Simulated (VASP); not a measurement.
Pt:

```
Pt
1.0
     2.77405    0.00000    0.00000
    -1.38702    2.40239    0.00000
     0.00000    0.00000    4.53002
Pt
2
Direct
  0.33333 0.66667 0.25000
  0.66667 0.33333 0.75000
```

```yaml
Program: VASP 6.6.1
Task: relaxation of cell and atoms
Functional: r2SCAN
Potentials_or_basis: VASP PAW PBE potentials, release 64 (Pt)
Cutoff: 600 eV
k_mesh: 13 × 13 × 7
Occupations: fermi-dirac, width 0.1 eV
Spin: no spin polarisation
```

At the start: pressure 6.6 GPa; volume 15.09 Å³/atom.

Q: Where does the relaxation end?

A: Over 10 steps the energy falls by 25.4 meV/atom and the volume is 15.46 Å³/atom (+2.4 %); space group P6_3/mmc (No. 194, to 0.05 Å).

Step by step:
```csv
step,energy change (eV),largest force (eV/Å),pressure (GPa),volume (Å³)
1,0.0000,0.0000,6.55,30.19
2,0.0524,0.0000,-14.37,32.95
3,-0.0273,0.0000,-2.37,31.16
4,-0.0505,0.0000,-0.44,30.96
5,-0.0507,0.0000,-0.19,30.94
6,-0.0507,0.0000,-0.11,30.94
7,-0.0507,0.0000,0.24,30.89
8,-0.0507,0.0000,0.14,30.91
9,-0.0507,0.0000,0.00,30.92
10,-0.0507,0.0000,0.02,30.92
```

Final structure:
```
Pt
1.0
     2.74197    0.00000    0.00000
    -1.37099    2.37462    0.00000
     0.00000    0.00000    4.74881
Pt
2
Direct
  0.33333 0.66667 0.25000
  0.66667 0.33333 0.75000
```

Caveat: the PAW data sets were made with another functional, which shifts forces and pressure a little.
